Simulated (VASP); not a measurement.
**Cr2GeN2: single point with PBE**

Cr2GeN2:

```
CELL_PARAMETERS angstrom
2.03463 1.17469 3.75953
-2.03463 1.17469 3.75953
0.00000 -2.34939 3.75953
ATOMIC_POSITIONS crystal
Cr 0.72620 0.72620 0.72620
Cr 0.27380 0.27380 0.27380
Ge 0.50000 0.50000 0.50000
N 0.88467 0.88467 0.88467
N 0.11533 0.11533 0.11533
```

The cell was generated, and may not be a known phase.

* Program: VASP 6.6.1
* Task: single point
* Functional: PBE
* Potentials or basis: VASP PAW PBE potentials, release 64 (Cr_pv, Ge_d, N)
* Cutoff: 600 eV
* k mesh: 12 × 12 × 12
* Occupations: gaussian, width 0.1 eV
* Spin: no spin polarisation
* Dipole correction: no
* Further INCAR settings: ALGO = Normal; EDIFF = 1e-06; NBANDS = 32

* Pressure: 0.0 GPa
* Largest force: 0.078 eV/Å
* Band gap on the k mesh: zero (bands 24 and 25 overlap by 1.28 eV)

Forces on the atoms (eV/Å):
```
Cr   0.000  0.000 -0.067
Cr   0.000  0.000  0.067
Ge   0.000  0.000  0.000
N    0.000  0.000  0.078
N    0.000  0.000 -0.078
```

Stress tensor (GPa, compression positive):
```
-0.28  0.00  0.00
 0.00 -0.28  0.00
 0.00  0.00  0.50
```

Levels at points of the mesh, in eV from the Fermi level:
```
           k point  band 20  band 21  band 22  band 23  band 24  band 25  band 26  band 27  band 28  band 29
(0.00, 0.00, 0.00)    -2.27    -2.01    -0.17    -0.17     0.61     0.61     0.81     0.81     1.54     1.54
(0.50, 0.00, 0.00)    -1.97    -1.79    -1.08    -1.06    -0.65    -0.44     1.02     1.09     1.17     2.19
(0.50, 0.50, 0.00)    -1.69    -1.66    -1.55    -0.43    -0.07     0.51     0.84     1.04     1.26     1.44
(0.50, 0.50, 0.50)    -2.90    -1.33    -1.33    -1.11    -1.11    -0.52     1.62     1.62     1.88     2.36
```

Run time: 11 min on 1 thread of Oxide Virtual Turin-like Processor (shared host), peak memory 0.45 GiB.

Caveat: the run has no spin polarisation, though such a crystal can be magnetic. With open d or f shells a metallic result of PBE can be an artefact of self-interaction; +U or a hybrid may open a gap.
